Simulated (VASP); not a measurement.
# InSe (R3m) in VASP: single point with PBE

Aim: the single point of InSe with PBE.

All numbers are computed with VASP 6.6.1; they aren't measurements. Logs are shortened: lines on timing, memory, paths and dates and some standing lists are left out, and cuts for length are marked.

### Step 1. The cell of the first run

Symmetry: R3m, No. 160, trigonal system. Conventional cell: a = 4.087 Å, b = 4.087 Å, c = 27.958 Å, α = 90.00°, β = 90.00°, γ = 120.00°. In (site symmetry 3m) has 3 Se at 2.68 Å and 1 In at 2.83 Å within 3.5 Å. In (site symmetry 3m) has 3 Se at 2.68 Å and 1 In at 2.83 Å within 3.5 Å. Within 3.5 Å of Se (site symmetry 3m) lie 3 In at 2.68 Å. Within 3.5 Å of Se (site symmetry 3m) lie 3 In at 2.68 Å.

### Step 2. Single point, PBE

Input file INCAR:

```
PREC = Accurate
ENCUT = 520
EDIFF = 1E-7
ISMEAR = 0
SIGMA = 0.02
LREAL = F
LASPH = T
NELM = 60
ALGO = Normal
ISIF = 2
LWAVE = F
LCHARG = T
GGA = PE
LELF = T
LVHAR = T
NBANDS = 27
```

Input file KPOINTS:

```
Automatic mesh
0
Gamma
  9 9 9
```

Input file POSCAR:

```
InSe
1.0
    2.0435636147      1.1798520030      9.3194623392
   -2.0435636147      1.1798520030      9.3194623392
    0.0000000000     -2.3597040061      9.3194623392
In Se
2 2
Direct
    0.0051296509      0.0051296509      0.0051296509
    0.1062016682      0.1062016682      0.1062016682
    0.6262606136      0.6262606136      0.6262606136
    0.8184080673      0.8184080673      0.8184080673
```

Potentials or basis: VASP PAW PBE potentials, release 64 (In_d, Se).

Command:

```
$ cat potpaw_PBE.64/In_d/POTCAR potpaw_PBE.64/Se/POTCAR > POTCAR
$ mpirun -np 1 vasp_std > vasp.out
```

OUTCAR:

```text
PREC = Accurate
   ENCUT = 520
   EDIFF = 1E-7
   ISMEAR = 0
   LREAL = F
   LASPH = T
   NELM = 60
   ISIF = 2
   GGA = PE

 ion  position               nearest neighbor table
   1  0.005  0.005  0.005-   3 2.68   3 2.68   3 2.68   2 2.83
   2  0.106  0.106  0.106-   4 2.68   4 2.68   4 2.68   1 2.83
   3  0.626  0.626  0.626-   1 2.68   1 2.68   1 2.68
   4  0.818  0.818  0.818-   2 2.68   2 2.68   2 2.68

  LATTYP: Found a trigonal (rhomboedric) cell.
 ALAT       =     9.6135623620
 COS(alpha) =     0.9096272240

  Lattice vectors:

 A1 = (   2.0435636147,   1.1798520030,   9.3194623392)
 A2 = (  -2.0435636147,   1.1798520030,   9.3194623392)
 A3 = (   0.0000000000,  -2.3597040061,   9.3194623392)

Analysis of symmetry for initial positions (statically):
=====================================================================
 Subroutine PRICEL returns:
 Original cell was already a primitive cell.

 Routine SETGRP: Setting up the symmetry group for a
 trigonal (rhombohedral) supercell.

 Subroutine GETGRP returns: Found  6 space group operations
 (whereof  6 operations were pure point group operations)
 out of a pool of 12 trial point group operations.

The static configuration has the point symmetry C_3v.

Analysis of symmetry for dynamics (positions and initial velocities):
=====================================================================
 Subroutine PRICEL returns:
 Original cell was already a primitive cell.

 Routine SETGRP: Setting up the symmetry group for a
 trigonal (rhombohedral) supercell.

 Subroutine GETGRP returns: Found  6 space group operations
 (whereof  6 operations were pure point group operations)
 out of a pool of 12 trial point group operations.

The dynamic configuration has the point symmetry C_3v.

 Subroutine INISYM returns: Found  6 space group operations
 (whereof  6 operations are pure point group operations),
 and found     1 'primitive' translations

----------------------------------------------------------------------------------------

                                     Primitive cell

  volume of cell :     134.8211

  direct lattice vectors                    reciprocal lattice vectors
     2.043563615  1.179852003  9.319462339     0.244670631  0.141260655  0.035767442
    -2.043563615  1.179852003  9.319462339    -0.244670631  0.141260655  0.035767442
     0.000000000 -2.359704006  9.319462339     0.000000000 -0.282521310  0.035767442

  length of vectors
     9.613562362  9.613562362  9.613562362     0.284776404  0.284776404  0.284776404

  position of ions in fractional coordinates (direct lattice)
     0.005129651  0.005129651  0.005129651
     0.106201668  0.106201668  0.106201668
     0.626260614  0.626260614  0.626260614
     0.818408067  0.818408067  0.818408067

  ion indices of the primitive-cell ions
   primitive index   ion index
                 1           1
                 2           2
                 3           3
                 4           4

----------------------------------------------------------------------------------------

 KPOINTS: Automatic mesh

Automatic generation of k-mesh.
 Grid dimensions read from file:
 generate k-points for:    9    9    9

 Generating k-lattice:

  Cartesian coordinates                     Fractional coordinates (reciprocal lattice)
     0.027185626  0.015695628  0.003974160     0.111111111  0.000000000  0.000000000
    -0.027185626  0.015695628  0.003974160     0.000000000  0.111111111  0.000000000
     0.000000000 -0.031391257  0.003974160     0.000000000  0.000000000  0.111111111

  Length of vectors
     0.031641823  0.031641823  0.031641823

  Shift w.r.t. Gamma in fractional coordinates (k-lattice)
     0.000000000  0.000000000  0.000000000

 Subroutine IBZKPT returns following result:
 ===========================================

 Found     85 irreducible k-points:

 Following reciprocal coordinates:
            Coordinates               Weight
  0.000000  0.000000  0.000000      1.000000
  0.111111  0.000000  0.000000      6.000000
  0.222222  0.000000  0.000000      6.000000
  0.333333  0.000000 -0.000000      6.000000
  0.444444  0.000000  0.000000      6.000000
  0.111111  0.111111 -0.000000      6.000000
[... 16 lines left out ...]
 -0.333333  0.333333  0.000000      6.000000
  0.444444  0.444444  0.000000      6.000000
 [... further k-points ...]
   k-points           NKPTS =     85   k-points in BZ     NKDIM =     85   number of bands    NBANDS=     27
   number of dos      NEDOS =    301   number of ions     NIONS =      4
   total plane-waves  NPLWV = 373248
   dimension x,y,z NGX =    72 NGY =   72 NGZ =   72
   dimension x,y,z NGXF=   144 NGYF=  144 NGZF=  144
   ions per type =               2   2
   NGX,Y,Z   is equivalent  to a cutoff of  12.45, 12.45, 12.45 a.u.
   NGXF,Y,Z  is equivalent  to a cutoff of  24.90, 24.90, 24.90 a.u.
 SYSTEM =  unknown system
   PREC   = accura    normal or accurate (medium, high low for compatibility)
   ISTART =      0    job   : 0-new  1-cont  2-samecut
   ICHARG =      2    charge: 1-file 2-atom 10-const
   ISPIN  =      1    spin polarized calculation?
   LNONCOLLINEAR =      F non collinear calculations
   LSORBIT =      F    spin-orbit coupling
   LASPH  =      T    aspherical Exc in radial PAW
   ENCUT  =  520.0 eV  38.22 Ry    6.18 a.u.  17.87 17.87 17.87*2*pi/ulx,y,z
   NELM   =     60;   NELMIN=  2; NELMDL= -5     # of ELM steps
   EDIFF  = 0.1E-06   stopping-criterion for ELM
   LREAL  =      F    real-space projection
   EDIFFG = 0.1E-05   stopping-criterion for IOM
   NSW    =      0    number of steps for IOM
   IBRION =     -1    ionic relax: 0-MD 1-quasi-New 2-CG
   NFREE  =      0    steps in history (QN), initial steepest desc. (CG)
   ISIF   =      2    stress and relaxation
   ISYM   =      2    0-nonsym 1-usesym 2-fastsym
   POTIM  = 0.5000    time-step for ionic-motion
   TEBEG  =    0.0;   TEEND  =   0.0 temperature during run
   PSTRESS=    0.0 pullay stress
   NELECT =      38.0000    total number of electrons
   NUPDOWN=      -1.0000    fix difference up-down
   EMIN   =  10.00;   EMAX   =-10.00  energy-range for DOS
   EFERMI =   0.00;   METHOD = LEGACY
   ISMEAR =     0;   SIGMA  =   0.02  broadening in eV -4-tet -1-fermi 0-gaus
   EFERMI_NEDOS =   21; number of points for ismear=-14 and -15
   IALGO  =     38    algorithm
   IMIX   =      4    mixing-type and parameters
     AMIX     =   0.40;   BMIX     =  1.00
     AMIX_MAG =   1.60;   BMIX_MAG =  1.00
  volume/ion in A,a.u.               =      33.71       227.45
  Fermi-wavevector in a.u.,A,eV,Ry     =   1.073372  2.028378 15.675634  1.152127
  Thomas-Fermi vector in A             =   2.209169
   LORBIT       =      0    0 simple, 1 ext, 2 COOP (PROOUT), +10 PAW based schemes
   GGA     = PE    functional components
   LHFCALC =     F    Hartree Fock is set to
   AEXX    =    0.0000 exact exchange contribution
   IVDW    =     0    specifies the selected vdW correction
   LEPSILON=     F    determine dielectric tensor
   LRPA    =     F    only Hartree local field effects (RPA)
 non-spin polarized calculation
 Gauss-broadening in eV      SIGMA  =   0.02
  energy-cutoff  :      520.00
  volume of cell :      134.82
 maximum number of plane-waves:      3653
   NGX = 35   NGY = 35   NGZ = 35

 number of electron      37.9999996 magnetization

 Free energy of the ion-electron system (eV)
  ---------------------------------------------------
  ext. energy  EPLUGINS =         0.00000000
  ---------------------------------------------------
  free energy    TOTEN  =       -14.22479124 eV

  energy without entropy =      -14.22479124  energy(sigma->0) =      -14.22479124

 E-fermi :   2.5657     XC(G=0):  -8.1523

 val. band max:        2.4719306616   @ k =  -0.4444   0.4444   0.4444
 cond. band min:       3.2997814375   @ k =   0.4444   0.4444   0.4444
 fundamental gap:      0.8278507759
 Fermi energy:         2.5657395452

 k-point     1 :       0.0000    0.0000    0.0000
  band No.  band energies     occupation
      1     -11.8776      2.00000
      2     -11.7074      2.00000
      3     -11.7074      2.00000
      4     -11.6326      2.00000
      5     -11.6326      2.00000
      6     -11.6241      2.00000
[... 19 lines left out ...]
     26       8.3373      0.00000
     27       9.2073      0.00000

 k-point     2 :       0.1111    0.0000    0.0000
  band No.  band energies     occupation
      1     -11.8772      2.00000
      2     -11.7414      2.00000
      3     -11.7057      2.00000
      4     -11.6713      2.00000
      5     -11.6268      2.00000
      6     -11.6252      2.00000
[... 19 lines left out ...]
     26       8.5119      0.00000
     27       9.2204      0.00000

 k-point     3 :       0.2222    0.0000    0.0000
  band No.  band energies     occupation
      1     -11.8881      2.00000
      2     -11.8017      2.00000
      3     -11.7537      2.00000
      4     -11.7034      2.00000
      5     -11.6337      2.00000
      6     -11.6063      2.00000
[... 19 lines left out ...]
     26       9.0424      0.00000
     27       9.1904      0.00000

 k-point     4 :       0.3333    0.0000   -0.0000
  band No.  band energies     occupation
      1     -11.9325      2.00000
      2     -11.8293      2.00000
      3     -11.8224      2.00000
      4     -11.7033      2.00000
      5     -11.6413      2.00000
      6     -11.5849      2.00000
[... 19 lines left out ...]
     26       9.3564      0.00000
     27      10.0392      0.00000
[... 516 lines left out ...]
      4     -11.7180      2.00000
      5     -11.6308      2.00000
      6     -11.5843      2.00000
[... 19 lines left out ...]
     26       9.7671      0.00000
     27      10.1134      0.00000

 k-point    23 :      -0.3333    0.3333    0.0000
  band No.  band energies     occupation
      1     -11.9730      2.00000
      2     -11.8863      2.00000
      3     -11.8223      2.00000
      4     -11.7227      2.00000
      5     -11.6235      2.00000
      6     -11.5908      2.00000
[... 19 lines left out ...]
     26       9.5781      0.00000
     27      10.0917      0.00000

 k-point    24 :       0.4444    0.4444    0.0000
  band No.  band energies     occupation
      1     -11.9680      2.00000
      2     -11.8729      2.00000
      3     -11.8225      2.00000
      4     -11.7042      2.00000
      5     -11.6461      2.00000
      6     -11.5711      2.00000
[... 19 lines left out ...]
     26       9.6727      0.00000
     27      10.2091      0.00000

 [... further k-points ...]
[... 5 lines left out ...]
  --------------------------------------------------------------------------------------
  -------------------------------------------------------------------------------------
  Total        0.0256250      0.0256250      0.0214532      0.0000000     -0.0000000     -0.0000000
  in kB        0.3045208      0.3045208      0.2549444      0.0000000     -0.0000000     -0.0000000
  external PRESSURE =       0.2879953 kB  Pullay stress =       0.0000000 kB

 VOLUME and BASIS-vectors are now :
 -----------------------------------------------------------------------------
  energy-cutoff  :      520.00
  volume of cell :      134.82
      direct lattice vectors                 reciprocal lattice vectors
     2.043563615  1.179852003  9.319462339     0.244670631  0.141260655  0.035767442
    -2.043563615  1.179852003  9.319462339    -0.244670631  0.141260655  0.035767442
     0.000000000 -2.359704006  9.319462339     0.000000000 -0.282521310  0.035767442

 POSITION                                       TOTAL-FORCE (eV/Angst)
 -----------------------------------------------------------------------------------
      0.00000     -0.00000      0.14342         0.000000     -0.000000      0.013777
      0.00000     -0.00000      2.96923         0.000000      0.000000     -0.013754
      0.00000     -0.00000     17.50924         0.000000      0.000000     -0.013624
      0.00000     -0.00000     22.88137         0.000000     -0.000000      0.013601
 -----------------------------------------------------------------------------------
    total drift:                               -0.000000      0.000000      0.000225

  FREE ENERGIE OF THE ION-ELECTRON SYSTEM (eV)
  ---------------------------------------------------
  free  energy   TOTEN  =       -14.2247912361 eV

  energy  without entropy=      -14.2247912361  energy(sigma->0) =      -14.22479124
```

Wall time 53 min (1 thread of Intel Xeon 8259CL, shared host); peak memory 0.89 GiB.

Results:

```yaml
Free_energy: -14.2248 eV
Pressure: 0.0 GPa
Largest_force: 0.014 eV/Å
Band_gap_on_the_k_mesh: 0.83 eV (least direct gap 0.83 eV)
```

Forces in eV/Å, atoms in the order of the input:
```
In   0.000  0.000  0.014
In   0.000  0.000 -0.014
Se   0.000  0.000 -0.014
Se   0.000  0.000  0.014
```

Levels at points of the mesh, in eV from the valence-band top:
```csv
k point,band 15,band 16,band 17,band 18,band 19,band 20,band 21,band 22,band 23,band 24
"(0.00, 0.00, 0.00)",-0.89,-0.89,-0.85,-0.85,-0.73,1.46,2.29,4.57,4.57,5.79
```

Caveat: spin-orbit coupling is left out, which moves the levels of the heavy elements. A k mesh can miss the band edges.
